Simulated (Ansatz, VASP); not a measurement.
# Re: VASP beside Ansatz

```xyz
2
Lattice="2.7392 0.0000 0.0000 -1.3696 2.3722 0.0000 0.0000 0.0000 4.4119" Properties=species:S:1:pos:R:3 pbc="T T T"
Re    0.0000    1.5815    1.1030
Re    1.3696    0.7907    3.3089
```

Alike in both runs: functional LDA; k mesh 13 × 13 × 7; occupations fermi-dirac, width 0.1 eV; no spin polarisation.

Ansatz relaxed the structure, and its values are those at the end. VASP's run is a single point on that final structure, the one shown.

|  | VASP | Ansatz |
| --- | --- | --- |
| version | VASP 6.6.1 | Ansatz 0.2.0 |
| potentials or method | VASP PAW LDA potentials, release 64 (Re), cutoff 520 eV | plane waves (420 eV) with PAW, scalar-relativistic |
| valence electrons in the cell | 14 | 30 |

```csv
,VASP,Ansatz,Ansatz less VASP
pressure (GPa),1.6,0.0,-1.56
```

Ansatz warns that its potentials were made for another functional, while VASP's fit it. LDA's correlation is that of Perdew and Zunger in VASP and of Perdew and Wang (1992) in Ansatz. VASP's potentials hold 14 valence electrons a cell and Ansatz's 30, so a difference there can come from the potentials and not from the codes.

Neither program's run includes spin-orbit coupling.
